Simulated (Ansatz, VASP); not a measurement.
# MgO: VASP beside Ansatz

```
CELL_PARAMETERS angstrom
3.25059 0.00000 0.00000
-1.62530 2.81510 0.00000
0.00000 0.00000 10.38634
ATOMIC_POSITIONS crystal
Mg 0.33333 0.66667 0.96966
Mg 0.00000 0.00000 0.22100
Mg 0.00000 0.00000 0.72100
Mg 0.66667 0.33333 0.46966
O 0.33333 0.66667 0.77984
O 0.00000 0.00000 0.52949
O 0.00000 0.00000 0.02949
O 0.66667 0.33333 0.27984
```

Alike in both runs: task single point; functional LDA; k mesh 6 × 6 × 2; no spin polarisation.

```csv
,VASP,Ansatz
version,VASP 6.6.1,Ansatz 0.2.0
potentials or method,"VASP PAW LDA potentials, release 64 (Mg, O), cutoff 520 eV","plane waves, PAW"
occupations,"gaussian, width 0.01 eV",fixed
valence electrons in the cell,32,64
```

```csv
,VASP,Ansatz,Ansatz less VASP
gap on the k mesh at the Fermi level (eV),3.50,3.51,+0.002
```

LDA's correlation is that of Perdew and Zunger in VASP and of Perdew and Wang (1992) in Ansatz. VASP's potentials hold 32 valence electrons a cell and Ansatz's 64, so a difference there can come from the potentials and not from the codes.
